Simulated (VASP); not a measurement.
A run of VASP 6.6.1 is set up as follows.

The input INCAR:

```
SYSTEM = Si
  PREC = Accurate
  ENCUT = 520
  EDIFF = 1E-6
  ISMEAR = 0
  SIGMA = 0.1
  LREAL = .FALSE.
  LASPH = .TRUE.
  NELM = 100
  ALGO = Normal
  ISIF = 2
  LWAVE = .FALSE.
  LCHARG = .FALSE.
  GGA = PE
  NBANDS = 13
```

Contents of KPOINTS:

```
regular mesh
0
G
  4 4 4
  0 0 0
```

File POSCAR:

```
Si
1.0
    2.2698662364     -3.9287335245      0.0000000000
    2.2698662364      3.9287335245      0.0000000000
    0.0000000000      0.0000000000      2.5266596692
Si
3
Direct
    0.6667571311      0.3332428689      0.0000000000
    0.3332428689      0.6667571311      0.0000000000
    0.0000000000      0.0000000000      0.0000000000
```

Potentials or basis: VASP PAW PBE potentials, release 64 (Si).

Launch:

```bash
$ cat potpaw_PBE.64/Si/POTCAR > POTCAR
$ mpirun -np 1 vasp_std > vasp.out
```

Question: What does it give for the pressure?

Answer: 0.0 GPa.

Question: Predict the band gap on the k mesh.

Answer: Zero (bands 6 and 7 overlap by 5.71 eV).

Question: Estimate the largest force.

Answer: 0.005 eV/Å.

Forces in eV/Å, atoms in the order of the input:
```
Si   0.000  0.005  0.000
Si   0.000 -0.005  0.000
Si   0.000  0.000  0.000
```

Caveat: the k points lie up to 0.62 Å⁻¹ apart, too coarse for converged energies and pressures of a metal.
